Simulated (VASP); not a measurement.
# Al2O3 (P-6m2) in VASP: further runs

The runs below take Al2O3 through single point, with PBE+D3(BJ).

Program: VASP 6.6.1. These are calculated values, not measurements. Logs are shortened: lines on timing, memory, paths and dates and some standing lists are left out, and cuts for length are marked.

## (1) The cell of the first run

Symmetry: P-6m2, No. 187, hexagonal system. The conventional cell has a = 2.838 Å, b = 2.838 Å, c = 7.953 Å, α = 90.00°, β = 90.00°, γ = 120.00°. Within 2.4 Å of Al (site symmetry 3m) lie 6 O at 1.80 to 2.23 Å. O (site symmetry 3m) has 3 Al at 1.80 Å within 2.4 Å. Within 3.0 Å of O (site symmetry -6m2) lie 6 Al at 2.23 Å and 12 O at 2.79 to 2.84 Å.

## (2) Single point, PBE+D3(BJ)

File INCAR:

```
SYSTEM = Al2O3
PREC     = Accurate       ! precision mode
ENCUT    = 520            ! plane-wave cutoff, eV
EDIFF    = 1E-6           ! SCF threshold, eV
ISMEAR   = 0              ! smearing method
SIGMA    = 0.05           ! smearing width, eV
LREAL    = .FALSE.        ! projectors in reciprocal space
LASPH    = .TRUE.         ! aspherical terms in the spheres
NELM     = 80             ! most SCF steps
ALGO     = Normal         ! electronic algorithm
ISIF     = 2              ! what is computed and relaxed
LWAVE    = .FALSE.        ! write WAVECAR
LCHARG   = .TRUE.         ! write CHGCAR
GGA      = PE             ! functional
IVDW     = 12             ! dispersion correction
LELF     = .TRUE.         ! ELF
LVHAR    = .TRUE.       
NBANDS   = 20             ! bands
```

File KPOINTS:

```
regular mesh
0
G
  9 9 4
  0 0 0
```

File POSCAR:

```
Al2O3
1.0
    2.8385000000      0.0000000000      0.0000000000
   -1.4192500000      2.4582131086      0.0000000000
    0.0000000000      0.0000000000      7.9529000000
Al O
2 3
Direct
    0.0000000000      0.0000000000      0.1907358529
    0.0000000000      0.0000000000      0.8092641471
    0.3333333333      0.6666666667      0.2840924954
    0.6666666667      0.3333333333      0.0000000000
    0.3333333333      0.6666666667      0.7159075046
```

Potentials or basis: VASP PAW PBE potentials, release 64 (Al, O).

Command:

```console
$ cat potpaw_PBE.64/Al/POTCAR potpaw_PBE.64/O/POTCAR > POTCAR
$ mpirun -np 1 vasp_std > vasp.out
```

OUTCAR:

```text
SYSTEM = Al2O3
   PREC = Accurate
   ENCUT = 520
   EDIFF = 1E-6
   ISMEAR = 0
   LREAL = .FALSE.
   LASPH = .TRUE.
   NELM = 80
   ISIF = 2
   GGA = PE
   IVDW = 12
 IVDW          = 12

 ion  position               nearest neighbor table
   1  0.000  0.000  0.191-   3 1.80   3 1.80   3 1.80   4 2.23   4 2.23   4 2.23   2 3.03
   2  0.000  0.000  0.809-   5 1.80   5 1.80   5 1.80   4 2.23   4 2.23   4 2.23   1 3.03
   3  0.333  0.667  0.284-   1 1.80   1 1.80   1 1.80
   4  0.667  0.333  0.000-   1 2.23   2 2.23   1 2.23   2 2.23   1 2.23   2 2.23
   5  0.333  0.667  0.716-   2 1.80   2 1.80   2 1.80

  LATTYP: Found a hexagonal cell.
 ALAT       =     2.8385000000
 C/A-ratio  =     2.8017967236

  Lattice vectors:

 A1 = (   2.8385000000,   0.0000000000,   0.0000000000)
 A2 = (  -1.4192500000,   2.4582131086,   0.0000000000)
 A3 = (   0.0000000000,   0.0000000000,   7.9529000000)

Analysis of symmetry for initial positions (statically):
=====================================================================
 Subroutine PRICEL returns:
 Original cell was already a primitive cell.

 Routine SETGRP: Setting up the symmetry group for a
 hexagonal supercell.

 Subroutine GETGRP returns: Found 12 space group operations
 (whereof 12 operations were pure point group operations)
 out of a pool of 24 trial point group operations.

The static configuration has the point symmetry D_3h.

Analysis of symmetry for dynamics (positions and initial velocities):
=====================================================================
 Subroutine PRICEL returns:
 Original cell was already a primitive cell.

 Routine SETGRP: Setting up the symmetry group for a
 hexagonal supercell.

 Subroutine GETGRP returns: Found 12 space group operations
 (whereof 12 operations were pure point group operations)
 out of a pool of 24 trial point group operations.

The dynamic configuration has the point symmetry D_3h.

 Subroutine INISYM returns: Found 12 space group operations
 (whereof 12 operations are pure point group operations),
 and found     1 'primitive' translations

----------------------------------------------------------------------------------------

                                     Primitive cell

  volume of cell :      55.4925

[... 93 lines left out ...]
   NELM   =     80;   NELMIN=  2; NELMDL= -5     # of ELM steps
   EDIFF  = 0.1E-05   stopping-criterion for ELM
   LREAL  =      F    real-space projection
   EDIFFG = 0.1E-04   stopping-criterion for IOM
   NSW    =      0    number of steps for IOM
   IBRION =     -1    ionic relax: 0-MD 1-quasi-New 2-CG
   NFREE  =      0    steps in history (QN), initial steepest desc. (CG)
   ISIF   =      2    stress and relaxation
   ISYM   =      2    0-nonsym 1-usesym 2-fastsym
   POTIM  = 0.5000    time-step for ionic-motion
   TEBEG  =    0.0;   TEEND  =   0.0 temperature during run
   PSTRESS=    0.0 pullay stress
   NELECT =      24.0000    total number of electrons
   NUPDOWN=      -1.0000    fix difference up-down
   EMIN   =  10.00;   EMAX   =-10.00  energy-range for DOS
   EFERMI =   0.00;   METHOD = LEGACY
   ISMEAR =     0;   SIGMA  =   0.05  broadening in eV -4-tet -1-fermi 0-gaus
   EFERMI_NEDOS =   21; number of points for ismear=-14 and -15
   IALGO  =     38    algorithm
   IMIX   =      4    mixing-type and parameters
     AMIX     =   0.40;   BMIX     =  1.00
     AMIX_MAG =   1.60;   BMIX_MAG =  1.00
  volume/ion in A,a.u.               =      11.10        74.90
  Fermi-wavevector in a.u.,A,eV,Ry     =   1.238038  2.339552 20.854163  1.532738
  Thomas-Fermi vector in A             =   2.372580
   LORBIT       =      0    0 simple, 1 ext, 2 COOP (PROOUT), +10 PAW based schemes
   GGA     = PE    functional components
   LHFCALC =     F    Hartree Fock is set to
   AEXX    =    0.0000 exact exchange contribution
   IVDW    =    12    specifies the selected vdW correction
   LEPSILON=     F    determine dielectric tensor
   LRPA    =     F    only Hartree local field effects (RPA)
 non-spin polarized calculation
 Gauss-broadening in eV      SIGMA  =   0.05
  energy-cutoff  :      520.00
  volume of cell :       55.49
 maximum number of plane-waves:      1510
 NGX is ok and might be reduce to    24
   NGX = 11   NGY = 11   NGZ = 29

 number of electron      23.9999994 magnetization

 Free energy of the ion-electron system (eV)
  ---------------------------------------------------
  ext. energy  EPLUGINS =         0.00000000
  ---------------------------------------------------
  free energy    TOTEN  =       -36.07155747 eV

  energy without entropy =      -36.07155747  energy(sigma->0) =      -36.07155747

 E-fermi :   3.2211     XC(G=0):  -9.9647

 val. band max:        3.0026371185   @ k =   0.0000   0.0000   0.5000
 cond. band min:       7.4507144636   @ k =   0.0000   0.0000   0.0000
 fundamental gap:      4.4480773451
 Fermi energy:         3.2211074739

 k-point     1 :       0.0000    0.0000    0.0000
  band No.  band energies     occupation
      1     -15.5551      2.00000
      2     -15.0230      2.00000
      3     -13.6830      2.00000
      4      -2.2805      2.00000
      5       0.1327      2.00000
      6       1.6126      2.00000
[... 541 lines left out ...]
     19      15.6021      0.00000
     20      16.7319      0.00000

 [... further k-points ...]

------------------------ aborting loop because EDIFF is reached ----------------------------------------

 Edisp (eV)   -0.91116

 E8    (eV) :    -0.3442

  FORCE on cell =-STRESS in cart. coord.  units (eV):
  Direction    XX          YY          ZZ          XY          YZ          ZX
  --------------------------------------------------------------------------------------
  -------------------------------------------------------------------------------------
  Total       0.95972     0.95972    -7.47269     0.00000    -0.00000     0.00000
  in kB      27.70911    27.70911  -215.75124     0.00000    -0.00000     0.00000
  external pressure =      -53.44 kB  Pullay stress =        0.00 kB

 VOLUME and BASIS-vectors are now :
 -----------------------------------------------------------------------------
  energy-cutoff  :      520.00
  volume of cell :       55.49
      direct lattice vectors                 reciprocal lattice vectors
     2.838500000  0.000000000  0.000000000     0.352298749  0.203399778  0.000000000
    -1.419250000  2.458213109  0.000000000     0.000000000  0.406799556  0.000000000
     0.000000000  0.000000000  7.952900000     0.000000000  0.000000000  0.125740296

 POSITION                                       TOTAL-FORCE (eV/Angst)
 -----------------------------------------------------------------------------------
      0.00000      0.00000      1.51690        -0.000000      0.000000     -0.922486
      0.00000      0.00000      6.43600        -0.000000      0.000000      0.922486
     -0.00000      1.63881      2.25936         0.000000     -0.000000     -0.921563
      1.41925      0.81940      0.00000         0.000000     -0.000000      0.000000
     -0.00000      1.63881      5.69354         0.000000     -0.000000      0.921563
 -----------------------------------------------------------------------------------
    total drift:                                0.000000     -0.000000     -0.000000

  FREE ENERGIE OF THE ION-ELECTRON SYSTEM (eV)
  ---------------------------------------------------
  free  energy   TOTEN  =       -36.9827130432 eV

  energy  without entropy=      -36.9827130432  energy(sigma->0) =      -36.98271304
```

OSZICAR:

```text
N       E                     dE             d eps       ncg     rms          rms(c)
DAV:   1     0.990091083713E+02    0.99009E+02   -0.12606E+04  1440   0.111E+03
DAV:   2    -0.337855248194E+02   -0.13279E+03   -0.13000E+03  1712   0.241E+02
DAV:   3    -0.402958864424E+02   -0.65104E+01   -0.64872E+01  1916   0.550E+01
DAV:   4    -0.403499211307E+02   -0.54035E-01   -0.54025E-01  1760   0.544E+00
DAV:   5    -0.403506938145E+02   -0.77268E-03   -0.77267E-03  1884   0.628E-01    0.125E+01
DAV:   6    -0.360899423292E+02    0.42608E+01   -0.13794E+01  1600   0.263E+01    0.465E+00
DAV:   7    -0.360824577175E+02    0.74846E-02   -0.39151E-01  1636   0.432E+00    0.247E+00
DAV:   8    -0.360684300460E+02    0.14028E-01   -0.42437E-02  1764   0.198E+00    0.876E-01
DAV:   9    -0.360703811669E+02   -0.19511E-02   -0.14759E-02  1676   0.110E+00    0.184E-01
DAV:  10    -0.360712588615E+02   -0.87769E-03   -0.21840E-03  1692   0.320E-01    0.134E-01
DAV:  11    -0.360715437840E+02   -0.28492E-03   -0.60814E-04  1616   0.254E-01    0.267E-02
DAV:  12    -0.360715543792E+02   -0.10595E-04   -0.10702E-04  1728   0.816E-02    0.142E-02
DAV:  13    -0.360715586251E+02   -0.42459E-05   -0.43051E-05  1612   0.474E-02    0.860E-03
DAV:  14    -0.360715574954E+02    0.11297E-05   -0.27751E-06  1640   0.145E-02    0.351E-03
DAV:  15    -0.360715574747E+02    0.20666E-07   -0.69997E-07  1208   0.674E-03
   1 F= -.36982713E+02 E0= -.36982713E+02  d E =-.334468E-11
```

Run time: 16 s. Hardware: 1 thread of Intel Xeon 6975P-C (Granite Rapids), shared host; peak memory 0.19 GiB.

Results:

```
Free energy                : -36.9827 eV
Pressure                   : -5.3 GPa
Largest force              : 0.922 eV/Å
Band gap on the k mesh     : 4.45 eV, indirect (the least direct gap lies 0.7 meV higher)
Dispersion energy per atom : -0.182 eV
```

Forces on the atoms (eV/Å):
```
Al   0.000  0.000 -0.922
Al   0.000  0.000  0.922
O    0.000  0.000 -0.922
O    0.000  0.000  0.000
O    0.000  0.000  0.922
```

Stress tensor (GPa, compression positive):
```
  2.77   0.00   0.00
  0.00   2.77   0.00
  0.00   0.00 -21.58
```

A k mesh can miss the band edges. Expect the measured gap to be larger: semilocal functionals such as PBE lack the derivative discontinuity.

## (3) Single point, PBE+D3(BJ)

This run uses another cell than the first one, of 11.13 Å³/atom, 1.003 times its volume.

File INCAR:

```
PREC = Accurate
ENCUT = 520
EDIFF = 1E-6
ISMEAR = 0
SIGMA = 0.05
LREAL = F
LASPH = T
NELM = 100
ALGO = Normal
ISIF = 2
LWAVE = F
LCHARG = T
GGA = PE
IVDW = 12
LELF = T
LVHAR = T
NBANDS = 20
```

File KPOINTS:

```
Automatic mesh
0
Gamma
  9 9 4
```

Changes to POSCAR since step 2:

```diff
@@ -2,5 +2,5 @@
 1.0
-    2.8385000000      0.0000000000      0.0000000000
-   -1.4192500000      2.4582131086      0.0000000000
-    0.0000000000      0.0000000000      7.9529000000
+    2.9245000000      0.0000000000      0.0000000000
+   -1.4622500000      2.5326912934      0.0000000000
+    0.0000000000      0.0000000000      7.5151000000
 Al O
```

Potentials or basis: VASP PAW PBE potentials, release 64 (Al, O).

Command:

```console
$ cat potpaw_PBE.64/Al/POTCAR potpaw_PBE.64/O/POTCAR > POTCAR
$ mpirun -np 1 vasp_std > vasp.out
```

Wall time 15 s (1 thread of Intel Xeon 6975P-C (Granite Rapids), shared host); peak memory 0.2 GiB.

The run converged. Its results:

- Free energy: -37.1918 eV
- Pressure: -10.7 GPa
- Largest force: 0.780 eV/Å
- Band gap on the k mesh: 4.06 eV, indirect (least direct gap 4.15 eV)
- Dispersion energy per atom: -0.181 eV

Forces in eV/Å, atoms in the order of the input:
```
Al   0.000  0.000  0.116
Al   0.000  0.000 -0.116
O    0.000  0.000 -0.780
O    0.000  0.000  0.000
O    0.000  0.000  0.780
```

Stress tensor (GPa, compression positive):
```
-11.44   0.00   0.00
  0.00 -11.44   0.00
  0.00   0.00  -9.24
```

Levels at points of the mesh, in eV from the valence-band top:
| k point | band 8 | band 9 | band 10 | band 11 | band 12 | band 13 | band 14 | band 15 | band 16 | band 17 |
| --- | --- | --- | --- | --- | --- | --- | --- | --- | --- | --- |
| (0.00, 0.00, 0.00) | -1.34 | -1.34 | -0.62 | -0.62 | -0.09 | 4.06 | 7.23 | 7.62 | 11.38 | 12.83 |
| (0.00, 0.00, 0.50) | -1.36 | -1.36 | -0.71 | -0.62 | -0.62 | 4.53 | 6.64 | 7.78 | 11.59 | 13.30 |

A k mesh can miss the band edges.

[end of part 1 of 2]
